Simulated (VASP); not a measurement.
# NaSrCl3 (P4/mmm) in VASP: notebook

Aim: see how the results for NaSrCl3 move with the level of theory and the settings. Levels: PBE, r2SCAN. Tasks: single point.

All numbers are computed with VASP 6.6.1; they aren't measurements. Logs are shortened: lines on timing, memory, paths and dates and some standing lists are left out, and cuts for length are marked.

### 1 The cell of the first run

Symmetry: P4/mmm, No. 123, tetragonal system. The conventional cell has a = 5.625 Å, b = 5.625 Å, c = 5.400 Å, α = 90.00°, β = 90.00°, γ = 90.00°. Within 5.1 Å of Na (site symmetry 4/mmm) lie 12 Cl at 3.90 to 3.98 Å and 8 Sr at 4.81 Å. Within 3.6 Å of Sr (site symmetry 4/mmm) lie 6 Cl at 2.70 to 2.81 Å. Cl (site symmetry 4/mmm) has 2 Sr at 2.70 Å within 3.6 Å. Cl (site symmetry mmm) has 2 Sr at 2.81 Å within 3.7 Å.

### 2 Single point, PBE (uniaxial z strain -4.0%)

INCAR reads:

```
SYSTEM = NaSrCl3
PREC = Accurate
ENCUT = 520
EDIFF = 1E-6
ISMEAR = -1
SIGMA = 0.02
LREAL = .FALSE.
LASPH = .TRUE.
NELM = 100
ALGO = Normal
ISIF = 2
LWAVE = .FALSE.
LCHARG = .FALSE.
GGA = PE
NBANDS = 27
```

KPOINTS reads:

```
Automatic mesh
0
G
  4 4 4
  0 0 0
```

POSCAR reads:

```
NaSrCl3
1.0
    5.6252683343      0.0000000000      0.0000000000
    0.0000000000      5.6252683343      0.0000000000
    0.0000000000      0.0000000000      5.4002576009
Na Sr Cl
1 1 3
Direct
    0.0000000000      0.0000000000      0.0000000000
    0.5000000000      0.5000000000      0.5000000000
    0.5000000000      0.5000000000      0.0000000000
    0.5000000000      0.0000000000      0.5000000000
    0.0000000000      0.5000000000      0.5000000000
```

Potentials or basis: VASP PAW PBE potentials, release 64 (Na_pv, Sr_sv, Cl).

Run with:

```console
$ cat potpaw_PBE.64/Na_pv/POTCAR potpaw_PBE.64/Sr_sv/POTCAR potpaw_PBE.64/Cl/POTCAR > POTCAR
$ mpirun -np 1 vasp_std > vasp.out
```

OUTCAR:

```text
SYSTEM = NaSrCl3
   PREC = Accurate
   ENCUT = 520
   EDIFF = 1E-6
   ISMEAR = -1
   LREAL = .FALSE.
   LASPH = .TRUE.
   NELM = 100
   ISIF = 2
   GGA = PE

 ion  position               nearest neighbor table
   1  0.000  0.000  0.000-
   2  0.500  0.500  0.500-   3 2.70   3 2.70   5 2.81   4 2.81   4 2.81   5 2.81
   3  0.500  0.500  0.000-   2 2.70   2 2.70
   4  0.500  0.000  0.500-   2 2.81   2 2.81
   5  0.000  0.500  0.500-   2 2.81   2 2.81

  LATTYP: Found a simple tetragonal cell.
 ALAT       =     5.6252683343
 C/A-ratio  =     0.9600000000

  Lattice vectors:

 A1 = (   5.6252683343,   0.0000000000,   0.0000000000)
 A2 = (   0.0000000000,   5.6252683343,   0.0000000000)
 A3 = (   0.0000000000,   0.0000000000,   5.4002576009)

Analysis of symmetry for initial positions (statically):
=====================================================================
 Subroutine PRICEL returns:
 Original cell was already a primitive cell.

 Routine SETGRP: Setting up the symmetry group for a
 simple tetragonal supercell.

 Subroutine GETGRP returns: Found 16 space group operations
 (whereof 16 operations were pure point group operations)
 out of a pool of 16 trial point group operations.

The static configuration has the point symmetry D_4h.

Analysis of symmetry for dynamics (positions and initial velocities):
=====================================================================
 Subroutine PRICEL returns:
 Original cell was already a primitive cell.

 Routine SETGRP: Setting up the symmetry group for a
 simple tetragonal supercell.

 Subroutine GETGRP returns: Found 16 space group operations
 (whereof 16 operations were pure point group operations)
 out of a pool of 16 trial point group operations.

The dynamic configuration has the point symmetry D_4h.

 Subroutine INISYM returns: Found 16 space group operations
 (whereof 16 operations are pure point group operations),
 and found     1 'primitive' translations

----------------------------------------------------------------------------------------

                                     Primitive cell

  volume of cell :     170.8838

  direct lattice vectors                    reciprocal lattice vectors
     5.625268334  0.000000000  0.000000000     0.177769297  0.000000000  0.000000000
     0.000000000  5.625268334  0.000000000     0.000000000  0.177769297  0.000000000
     0.000000000  0.000000000  5.400257601     0.000000000  0.000000000  0.185176352

  length of vectors
     5.625268334  5.625268334  5.400257601     0.177769297  0.177769297  0.185176352

  position of ions in fractional coordinates (direct lattice)
     0.000000000  0.000000000  0.000000000
     0.500000000  0.500000000  0.500000000
     0.500000000  0.500000000  0.000000000
     0.500000000  0.000000000  0.500000000
     0.000000000  0.500000000  0.500000000

  ion indices of the primitive-cell ions
   primitive index   ion index
                 1           1
                 2           2
                 3           3
                 4           4
                 5           5

----------------------------------------------------------------------------------------

 KPOINTS: Automatic mesh

Automatic generation of k-mesh.
 Grid dimensions read from file:
 generate k-points for:    4    4    4

 Generating k-lattice:

  Cartesian coordinates                     Fractional coordinates (reciprocal lattice)
     0.044442324  0.000000000  0.000000000     0.250000000  0.000000000  0.000000000
     0.000000000  0.044442324  0.000000000     0.000000000  0.250000000  0.000000000
     0.000000000  0.000000000  0.046294088     0.000000000  0.000000000  0.250000000

  Length of vectors
     0.044442324  0.044442324  0.046294088

  Shift w.r.t. Gamma in fractional coordinates (k-lattice)
     0.000000000  0.000000000  0.000000000

 Subroutine IBZKPT returns following result:
 ===========================================

 Found     18 irreducible k-points:

 Following reciprocal coordinates:
            Coordinates               Weight
  0.000000  0.000000  0.000000      1.000000
  0.250000  0.000000  0.000000      4.000000
  0.500000  0.000000  0.000000      2.000000
  0.250000  0.250000  0.000000      4.000000
  0.500000  0.250000  0.000000      4.000000
  0.500000  0.500000  0.000000      1.000000
[... 10 lines left out ...]
  0.500000  0.250000  0.500000      4.000000
  0.500000  0.500000  0.500000      1.000000
   k-points           NKPTS =     18   k-points in BZ     NKDIM =     18   number of bands    NBANDS=     27
   number of dos      NEDOS =    301   number of ions     NIONS =      5
   total plane-waves  NPLWV =  70560
   dimension x,y,z NGX =    42 NGY =   42 NGZ =   40
   dimension x,y,z NGXF=    84 NGYF=   84 NGZF=   80
   ions per type =               1   1   3
   NGX,Y,Z   is equivalent  to a cutoff of  12.41, 12.41, 12.31 a.u.
   NGXF,Y,Z  is equivalent  to a cutoff of  24.82, 24.82, 24.63 a.u.
 SYSTEM =  NaSrCl3
   PREC   = accura    normal or accurate (medium, high low for compatibility)
   ISTART =      0    job   : 0-new  1-cont  2-samecut
   ICHARG =      2    charge: 1-file 2-atom 10-const
   ISPIN  =      1    spin polarized calculation?
   LNONCOLLINEAR =      F non collinear calculations
   LSORBIT =      F    spin-orbit coupling
   LASPH  =      T    aspherical Exc in radial PAW
   ENCUT  =  520.0 eV  38.22 Ry    6.18 a.u.  10.46 10.46 10.04*2*pi/ulx,y,z
   NELM   =    100;   NELMIN=  2; NELMDL= -5     # of ELM steps
   EDIFF  = 0.1E-05   stopping-criterion for ELM
   LREAL  =      F    real-space projection
   EDIFFG = 0.1E-04   stopping-criterion for IOM
   NSW    =      0    number of steps for IOM
   IBRION =     -1    ionic relax: 0-MD 1-quasi-New 2-CG
   NFREE  =      0    steps in history (QN), initial steepest desc. (CG)
   ISIF   =      2    stress and relaxation
   ISYM   =      2    0-nonsym 1-usesym 2-fastsym
   POTIM  = 0.5000    time-step for ionic-motion
   TEBEG  =    0.0;   TEEND  =   0.0 temperature during run
   PSTRESS=    0.0 pullay stress
   NELECT =      38.0000    total number of electrons
   NUPDOWN=      -1.0000    fix difference up-down
   EMIN   =  10.00;   EMAX   =-10.00  energy-range for DOS
   EFERMI =   0.00;   METHOD = LEGACY
   ISMEAR =    -1;   SIGMA  =   0.02  broadening in eV -4-tet -1-fermi 0-gaus
   EFERMI_NEDOS =   21; number of points for ismear=-14 and -15
   IALGO  =     38    algorithm
   IMIX   =      4    mixing-type and parameters
     AMIX     =   0.40;   BMIX     =  1.00
     AMIX_MAG =   1.60;   BMIX_MAG =  1.00
  volume/ion in A,a.u.               =      34.18       230.64
  Fermi-wavevector in a.u.,A,eV,Ry     =   0.991827  1.874280 13.384321  0.983720
  Thomas-Fermi vector in A             =   2.123595
   LORBIT       =      0    0 simple, 1 ext, 2 COOP (PROOUT), +10 PAW based schemes
   GGA     = PE    functional components
   LHFCALC =     F    Hartree Fock is set to
   AEXX    =    0.0000 exact exchange contribution
   IVDW    =     0    specifies the selected vdW correction
   LEPSILON=     F    determine dielectric tensor
   LRPA    =     F    only Hartree local field effects (RPA)
 non-spin polarized calculation
  energy-cutoff  :      520.00
  volume of cell :      170.88
 maximum number of plane-waves:      4624
 NGX is ok and might be reduce to    42
   NGX = 21   NGY = 21   NGZ = 21

 number of electron      37.9999977 magnetization

 Free energy of the ion-electron system (eV)
  ---------------------------------------------------
  ext. energy  EPLUGINS =         0.00000000
  ---------------------------------------------------
  free energy    TOTEN  =       -18.30985303 eV

  energy without entropy =      -18.30985303  energy(sigma->0) =      -18.30985303

 E-fermi :  -1.0715     XC(G=0):  -7.0001

 val. band max:       -1.5410026707   @ k =   0.5000   0.5000   0.5000
 cond. band min:       2.1107445254   @ k =   0.0000   0.0000   0.0000
 fundamental gap:      3.6517471961
 Fermi energy:        -1.0715220749

 k-point     1 :       0.0000    0.0000    0.0000
  band No.  band energies     occupation
      1     -33.4567      2.00000
      2     -24.9207      2.00000
      3     -24.9207      2.00000
      4     -24.9201      2.00000
      5     -15.6815      2.00000
      6     -15.6163      2.00000
[... 19 lines left out ...]
     26       6.7038      0.00000
     27       6.9065      0.00000

 k-point     2 :       0.2500    0.0000    0.0000
  band No.  band energies     occupation
      1     -33.4564      2.00000
      2     -24.9208      2.00000
      3     -24.9207      2.00000
      4     -24.9201      2.00000
      5     -15.8006      2.00000
      6     -15.6808      2.00000
[... 19 lines left out ...]
     26       7.0312      0.00000
     27       7.2034      0.00000

 k-point     3 :       0.5000    0.0000    0.0000
  band No.  band energies     occupation
      1     -33.4561      2.00000
      2     -24.9208      2.00000
      3     -24.9207      2.00000
      4     -24.9201      2.00000
      5     -15.9459      2.00000
      6     -15.6801      2.00000
[... 19 lines left out ...]
     26       7.2507      0.00000
     27       7.6923      0.00000

 k-point     4 :       0.2500    0.2500    0.0000
  band No.  band energies     occupation
      1     -33.4561      2.00000
      2     -24.9208      2.00000
      3     -24.9207      2.00000
      4     -24.9201      2.00000
      5     -15.8020      2.00000
      6     -15.7973      2.00000
[... 19 lines left out ...]
     26       7.1249      0.00000
     27       7.1364      0.00000
[... 336 lines left out ...]
      4     -24.9202      2.00000
      5     -16.1823      2.00000
      6     -15.7987      2.00000
[... 19 lines left out ...]
     26       7.2256      0.00000
     27       7.4120      0.00000

 k-point    17 :       0.5000    0.2500    0.5000
  band No.  band energies     occupation
      1     -33.4546      2.00000
      2     -24.9208      2.00000
      3     -24.9207      2.00000
      4     -24.9202      2.00000
      5     -16.1813      2.00000
      6     -15.9414      2.00000
[... 19 lines left out ...]
     26       6.8449      0.00000
     27       7.5082      0.00000

 k-point    18 :       0.5000    0.5000    0.5000
  band No.  band energies     occupation
      1     -33.4544      2.00000
      2     -24.9208      2.00000
      3     -24.9208      2.00000
      4     -24.9202      2.00000
      5     -16.1803      2.00000
      6     -15.9404      2.00000
[... 19 lines left out ...]
     26       6.7064      0.00000
     27       7.4633      0.00000

------------------------ aborting loop because EDIFF is reached ----------------------------------------

  FORCE on cell =-STRESS in cart. coord.  units (eV):
  Direction    XX          YY          ZZ          XY          YZ          ZX
  --------------------------------------------------------------------------------------
  -------------------------------------------------------------------------------------
  Total        0.7064836      0.7064836      3.3943157      0.0000000      0.0000000      0.0000000
  in kB        6.6238683      6.6238683     31.8245191      0.0000000      0.0000000      0.0000000
  external PRESSURE =      15.0240853 kB  Pullay stress =       0.0000000 kB

 VOLUME and BASIS-vectors are now :
 -----------------------------------------------------------------------------
  energy-cutoff  :      520.00
  volume of cell :      170.88
      direct lattice vectors                 reciprocal lattice vectors
     5.625268334  0.000000000  0.000000000     0.177769297  0.000000000  0.000000000
     0.000000000  5.625268334  0.000000000     0.000000000  0.177769297  0.000000000
     0.000000000  0.000000000  5.400257601     0.000000000  0.000000000  0.185176352

 POSITION                                       TOTAL-FORCE (eV/Angst)
 -----------------------------------------------------------------------------------
      0.00000      0.00000      0.00000         0.000000      0.000000      0.000000
      2.81263      2.81263      2.70013         0.000000      0.000000      0.000000
      2.81263      2.81263      0.00000         0.000000      0.000000      0.000000
      2.81263      0.00000      2.70013         0.000000      0.000000      0.000000
      0.00000      2.81263      2.70013         0.000000      0.000000      0.000000
 -----------------------------------------------------------------------------------
    total drift:                                0.000000     -0.000000      0.000000

  FREE ENERGIE OF THE ION-ELECTRON SYSTEM (eV)
  ---------------------------------------------------
  free  energy   TOTEN  =       -18.3098530266 eV

  energy  without entropy=      -18.3098530266  energy(sigma->0) =      -18.30985303
```

Wall time 96 s (1 thread of Intel Xeon Platinum 8488C (Sapphire Rapids), shared host); peak memory 0.29 GiB.

What came out:

| Quantity | Value |
| --- | --- |
| Free energy | -18.3099 eV |
| Pressure | 1.5 GPa |
| Band gap on the k mesh | 3.65 eV (least direct gap 3.82 eV) |

Levels at points of the mesh, in eV from the valence-band top:
```
           k point  band 15  band 16  band 17  band 18  band 19  band 20  band 21  band 22  band 23  band 24
(0.00, 0.00, 0.00)    -0.47    -0.41    -0.23    -0.23    -0.17     3.65     6.22     6.22     6.22     7.82
(0.50, 0.00, 0.00)    -0.73    -0.69    -0.56    -0.28    -0.24     4.94     5.99     6.34     7.11     7.17
(0.50, 0.50, 0.00)    -0.77    -0.67    -0.67    -0.55    -0.04     5.33     6.98     6.98     7.45     7.45
(0.00, 0.00, 0.50)    -0.85    -0.85    -0.53    -0.29    -0.29     5.09     5.91     6.40     7.31     7.31
(0.50, 0.00, 0.50)    -0.71    -0.70    -0.70    -0.63    -0.01     5.32     7.01     7.11     7.52     7.67
(0.50, 0.50, 0.50)    -1.40    -1.31    -0.03     0.00     0.00     4.67     8.10     8.17     8.24     8.24
```

Caveat: the cell differs from its parent crystal (uniaxial z strain -4.0%). A k mesh can miss the band edges.

### 3 Single point, r2SCAN (uniaxial z strain -4.0%)

POSCAR is that of step 2.

INCAR.step1 reads:

```
PREC = Accurate
ENCUT = 520
ISMEAR = 0
SIGMA = 0.01
LREAL = F
LASPH = T
NELM = 60
NBANDS = 27
GGA = PE
ALGO = Normal
EDIFF = 1E-4
LWAVE = T
LCHARG = F
```

INCAR.step2 reads:

```
PREC = Accurate
ENCUT = 520
EDIFF = 1E-7
ISMEAR = 0
SIGMA = 0.01
LREAL = F
LASPH = T
NELM = 60
ALGO = Normal
ISIF = 2
LWAVE = F
LCHARG = F
METAGGA = R2SCAN
LMIXTAU = T
NBANDS = 27
ISTART = 1
```

KPOINTS reads:

```
regular mesh
0
Gamma
  4 4 4
```

Potentials or basis: VASP PAW PBE potentials, release 64 (Na_pv, Sr_sv, Cl).

Run with:

```console
$ cat potpaw_PBE.64/Na_pv/POTCAR potpaw_PBE.64/Sr_sv/POTCAR potpaw_PBE.64/Cl/POTCAR > POTCAR
$ cp INCAR.step1 INCAR
$ mpirun -np 1 vasp_std > vasp.out
$ cp INCAR.step2 INCAR
$ mpirun -np 1 vasp_std > vasp.out
```

Run time: 5 min. Hardware: 1 thread of Intel Xeon Platinum 8488C (Sapphire Rapids), shared host; peak memory 0.32 GiB.

Results (log left out):

```
Free energy            : -48.0123 eV
Pressure               : 1.1 GPa
Band gap on the k mesh : 4.42 eV (least direct gap 4.59 eV)
```

Stress tensor (GPa, compression positive):
```
0.25 0.00 0.00
0.00 0.25 0.00
0.00 0.00 2.92
```

Levels at points of the mesh, in eV from the valence-band top:
```tsv
k point	band 17	band 18	band 19	band 20	band 21	band 22
(0.00, 0.00, 0.00)	-0.23	-0.23	-0.18	4.42	6.81	6.82
(0.50, 0.00, 0.00)	-0.57	-0.29	-0.24	5.79	6.64	6.96
(0.50, 0.50, 0.00)	-0.68	-0.56	-0.04	6.26	7.65	7.65
(0.00, 0.00, 0.50)	-0.54	-0.30	-0.30	5.95	6.56	7.01
(0.50, 0.00, 0.50)	-0.71	-0.64	0.00	6.26	7.69	7.79
(0.50, 0.50, 0.50)	-0.04	0.00	0.00	5.54	8.84	8.85
```

Caveat: the cell differs from its parent crystal (uniaxial z strain -4.0%); the PAW data sets were made with another functional, which shifts forces and pressure a little. A k mesh can miss the band edges.
